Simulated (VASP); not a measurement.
# SnO2 (Cassiterite) (P4_2/mnm) in VASP: electric field gradients with PBE

Aim: the electric field gradients of SnO2 (Cassiterite) with PBE.

All numbers are computed with VASP 6.6.1; they aren't measurements. Logs are shortened: lines on timing, memory, paths and dates and some standing lists are left out, and cuts for length are marked.

### Step 1. The cell of the first run

Symmetry: P4_2/mnm, No. 136, tetragonal system. Conventional cell: a = 4.738 Å, b = 4.738 Å, c = 3.187 Å, α = 90.00°, β = 90.00°, γ = 90.00°. Within 2.7 Å of Sn (site symmetry mmm) lie 6 O at 2.05 to 2.06 Å. O (site symmetry m2m) has 3 Sn at 2.05 to 2.06 Å and 1 O at 2.59 Å within 2.7 Å.

### Step 2. Electric field gradients, PBE

Input file INCAR:

```
ALGO = Normal ; EDIFF = 1E-8
ENCUT = 520 ; GGA = PE
ISIF = 2 ; ISMEAR = -1
LASPH = T ; LCHARG = F
LEFG = T ; LREAL = F
LWAVE = F ; NBANDS = 35
NELM = 100 ; PREC = Accurate
SIGMA = 0.02
```

Input file KPOINTS:

```
k-points
0
Gamma
  7 7 9
```

Input file POSCAR:

```
SnO2
1.0
    4.7380000000      0.0000000000      0.0000000000
    0.0000000000      4.7380000000      0.0000000000
    0.0000000000      0.0000000000      3.1865000000
Sn O
2 4
Direct
    0.0000000000      0.0000000000      0.0000000000
    0.5000000000      0.5000000000      0.5000000000
    0.3071000000      0.3071000000      0.0000000000
    0.1929000000      0.8071000000      0.5000000000
    0.6929000000      0.6929000000      0.0000000000
    0.8071000000      0.1929000000      0.5000000000
```

Potentials or basis: VASP PAW PBE potentials, release 64 (Sn_d, O).

On the command line:

```console
> cat potpaw_PBE.64/Sn_d/POTCAR potpaw_PBE.64/O/POTCAR > POTCAR
> mpirun -np 1 vasp_std > vasp.out
```

OUTCAR:

```text
EDIFF = 1E-8
   ENCUT = 520
   GGA = PE
   ISIF = 2
   ISMEAR = -1
   LASPH = T
   LREAL = F
   NELM = 100
   PREC = Accurate

 ion  position               nearest neighbor table
   1  0.000  0.000  0.000-   4 2.05   6 2.05   4 2.05   6 2.05   5 2.06   3 2.06   2 3.71   2 3.71
                             2 3.71   2 3.71   2 3.71   2 3.71   2 3.71   2 3.71
   2  0.500  0.500  0.500-   3 2.05   5 2.05   3 2.05   5 2.05   4 2.06   6 2.06   1 3.71   1 3.71
                             1 3.71   1 3.71   1 3.71   1 3.71   1 3.71   1 3.71
   3  0.307  0.307  0.000-   2 2.05   2 2.05   1 2.06
   4  0.193  0.807  0.500-   1 2.05   1 2.05   2 2.06
   5  0.693  0.693  0.000-   2 2.05   2 2.05   1 2.06
   6  0.807  0.193  0.500-   1 2.05   1 2.05   2 2.06

  LATTYP: Found a simple tetragonal cell.
 ALAT       =     4.7380000000
 C/A-ratio  =     0.6725411566

  Lattice vectors:

 A1 = (   4.7380000000,   0.0000000000,   0.0000000000)
 A2 = (   0.0000000000,   4.7380000000,   0.0000000000)
 A3 = (   0.0000000000,   0.0000000000,   3.1865000000)

Analysis of symmetry for initial positions (statically):
=====================================================================
 Subroutine PRICEL returns:
 Original cell was already a primitive cell.

 Routine SETGRP: Setting up the symmetry group for a
 simple tetragonal supercell.

 Subroutine GETGRP returns: Found 16 space group operations
 (whereof  8 operations were pure point group operations)
 out of a pool of 16 trial point group operations.

The static configuration has the point symmetry D_2h.
 The point group associated with its full space group is D_4h.

Analysis of symmetry for dynamics (positions and initial velocities):
=====================================================================
 Subroutine PRICEL returns:
 Original cell was already a primitive cell.

 Routine SETGRP: Setting up the symmetry group for a
 simple tetragonal supercell.

 Subroutine GETGRP returns: Found 16 space group operations
 (whereof  8 operations were pure point group operations)
 out of a pool of 16 trial point group operations.

The dynamic configuration has the point symmetry D_2h.
 The point group associated with its full space group is D_4h.

 Subroutine INISYM returns: Found 16 space group operations
[... 154 lines left out ...]

 val. band max:        6.1435588154   @ k =   0.0000   0.0000   0.0000
 cond. band min:       7.4159401826   @ k =   0.0000   0.0000   0.0000
 fundamental gap:      1.2723813673
 Fermi energy:         6.6142829818

 k-point     1 :       0.0000    0.0000    0.0000
  band No.  band energies     occupation
      1     -14.9631      2.00000
      2     -14.1850      2.00000
      3     -13.9016      2.00000
      4     -13.8797      2.00000
      5     -13.8797      2.00000
      6     -13.7997      2.00000
[... 901 lines left out ...]
     34      18.6306      0.00000
     35      18.6885      0.00000

 [... further k-points ...]
[... 5 lines left out ...]
  --------------------------------------------------------------------------------------
  -------------------------------------------------------------------------------------
  Total        4.7778229      4.7778229      6.2516782     -0.0000000      0.0000000      0.0000000
  in kB      107.0130130    107.0130130    140.0242206     -0.0000000      0.0000000      0.0000000
  external PRESSURE =     118.0167489 kB  Pullay stress =       0.0000000 kB

 VOLUME and BASIS-vectors are now :
 -----------------------------------------------------------------------------
  energy-cutoff  :      520.00
  volume of cell :       71.53
      direct lattice vectors                 reciprocal lattice vectors
     4.738000000  0.000000000  0.000000000     0.211059519  0.000000000  0.000000000
     0.000000000  4.738000000  0.000000000     0.000000000  0.211059519  0.000000000
     0.000000000  0.000000000  3.186500000     0.000000000  0.000000000  0.313823945

 POSITION                                       TOTAL-FORCE (eV/Angst)
 -----------------------------------------------------------------------------------
      0.00000      0.00000      0.00000        -0.000000      0.000000      0.000000
      2.36900      2.36900      1.59325        -0.000000      0.000000      0.000000
      1.45504      1.45504      0.00000        -0.208179     -0.208179      0.000000
      0.91396      3.82404      1.59325         0.208179     -0.208179      0.000000
      3.28296      3.28296      0.00000         0.208179      0.208179     -0.000000
      3.82404      0.91396      1.59325        -0.208179      0.208179     -0.000000
 -----------------------------------------------------------------------------------
    total drift:                               -0.000000      0.000000      0.000000

  FREE ENERGIE OF THE ION-ELECTRON SYSTEM (eV)
  ---------------------------------------------------
  free  energy   TOTEN  =       -37.1595346980 eV

  energy  without entropy=      -37.1595346980  energy(sigma->0) =      -37.15953470

 Electric field gradients (V/A^2)
---------------------------------------------------------------------
 ion       V_xx      V_yy      V_zz      V_xy      V_xz      V_yz
---------------------------------------------------------------------
   1      29.970    29.970   -59.940   -21.980    -0.000    -0.000
   2      29.970    29.970   -59.940    21.980    -0.000    -0.000
   3     -23.939   -23.939    47.877    81.455     0.000    -0.000
   4     -23.939   -23.939    47.877   -81.455    -0.000    -0.000
   5     -23.939   -23.939    47.877    81.455    -0.000    -0.000
   6     -23.939   -23.939    47.877   -81.455    -0.000    -0.000
---------------------------------------------------------------------

 Electric field gradients after diagonalization (V/A^2)
 (convention: |V_zz| > |V_xx| > |V_yy|)
----------------------------------------------------------------------
 ion       V_xx      V_yy      V_zz     asymmetry (V_yy - V_xx)/ V_zz
----------------------------------------------------------------------
   1      51.950     7.990   -59.940       0.733
   2      51.950     7.990   -59.940       0.733
   3      57.516    47.877  -105.393       0.091
   4      57.516    47.877  -105.393       0.091
   5      57.516    47.877  -105.393       0.091
   6      57.516    47.877  -105.393       0.091
----------------------------------------------------------------------

           NMR quadrupolar parameters

 Cq : quadrupolar parameter    Cq=e*Q*V_zz/h
 eta: asymmetry parameters     (V_yy - V_xx)/ V_zz
 Q  : nuclear electric quadrupole moment in mb (millibarn)
----------------------------------------------------------------------
 ion       Cq(MHz)       eta       Q (mb)
----------------------------------------------------------------------
   1      -0.145       0.733       1.000
   2      -0.145       0.733       1.000
   3      -0.255       0.091       1.000
   4      -0.255       0.091       1.000
   5      -0.255       0.091       1.000
   6      -0.255       0.091       1.000
----------------------------------------------------------------------
```

OSZICAR:

```text
N       E                     dE             d eps       ncg     rms          rms(c)
DAV:   1     0.632435144086E+03    0.63244E+03   -0.25619E+04  3946   0.234E+03
DAV:   2     0.558075582757E+02   -0.57663E+03   -0.54447E+03  3780   0.611E+02
DAV:   3    -0.384536751741E+02   -0.94261E+02   -0.92714E+02  3782   0.207E+02
DAV:   4    -0.432907947267E+02   -0.48371E+01   -0.48000E+01  4409   0.504E+01
DAV:   5    -0.434162100504E+02   -0.12542E+00   -0.12522E+00  4361   0.858E+00    0.162E+01
DAV:   6    -0.370677608781E+02    0.63484E+01   -0.17582E+01  5564   0.640E+01    0.627E+00
DAV:   7    -0.371870056023E+02   -0.11924E+00   -0.20606E+00  4050   0.800E+00    0.324E+00
DAV:   8    -0.371656632546E+02    0.21342E-01   -0.16424E-01  5120   0.429E+00    0.752E-01
DAV:   9    -0.371587562105E+02    0.69070E-02   -0.35128E-02  5699   0.306E+00    0.132E-01
DAV:  10    -0.371594092733E+02   -0.65306E-03   -0.38582E-03  4189   0.463E-01    0.594E-02
DAV:  11    -0.371595367480E+02   -0.12747E-03   -0.20987E-04  4558   0.105E-01    0.135E-02
DAV:  12    -0.371595358499E+02    0.89817E-06   -0.11596E-05  4646   0.264E-02    0.739E-03
DAV:  13    -0.371595347481E+02    0.11018E-05   -0.35527E-06  4926   0.365E-02    0.171E-03
DAV:  14    -0.371595346839E+02    0.64156E-07   -0.62048E-07  4535   0.608E-03    0.112E-03
DAV:  15    -0.371595346277E+02    0.56259E-07   -0.27645E-08  3657   0.251E-03    0.323E-04
DAV:  16    -0.371595346764E+02   -0.48701E-07   -0.14143E-08  2569   0.946E-04    0.116E-04
DAV:  17    -0.371595346900E+02   -0.13665E-07   -0.30538E-09  2188   0.654E-04    0.339E-05
DAV:  18    -0.371595346980E+02   -0.79381E-08   -0.10221E-09  2173   0.397E-04
   1 F= -.37159535E+02 E0= -.37159535E+02  d E =-.139309E-12
```

It took 43 s on 1 thread of Intel Xeon 6975P-C (Granite Rapids), shared host; peak memory 0.23 GiB.

Results:

```yaml
Free_energy: -37.1595 eV
Pressure: 11.8 GPa
Largest_force: 0.294 eV/Å
Band_gap_on_the_k_mesh: 1.27 eV, direct
```

Forces on the atoms (eV/Å):
```
Sn   0.000  0.000  0.000
Sn   0.000  0.000  0.000
O   -0.208 -0.208  0.000
O    0.208 -0.208  0.000
O    0.208  0.208  0.000
O   -0.208  0.208  0.000
```

Levels at points of the mesh, in eV from the valence-band top:
| k point | band 24 | band 25 | band 26 | band 27 | band 28 | band 29 |
| --- | --- | --- | --- | --- | --- | --- |
| (0.00, 0.00, 0.00) | -0.78 | -0.78 | 0.00 | 1.27 | 6.15 | 6.35 |

Electric field gradients, principal values (V/Å²):
```tsv
atom	least	middle	greatest (by size)
1 Sn	7.990	51.950	-59.940
2 Sn	7.990	51.950	-59.940
3 O	47.877	57.516	-105.393
4 O	47.877	57.516	-105.393
5 O	47.877	57.516	-105.393
6 O	47.877	57.516	-105.393
```

Caveat: without QUAD_EFG the Cq values of the log hold for a quadrupole moment of 1 mb, not for the nuclei; spin-orbit coupling is left out, which moves the levels of the heavy elements.
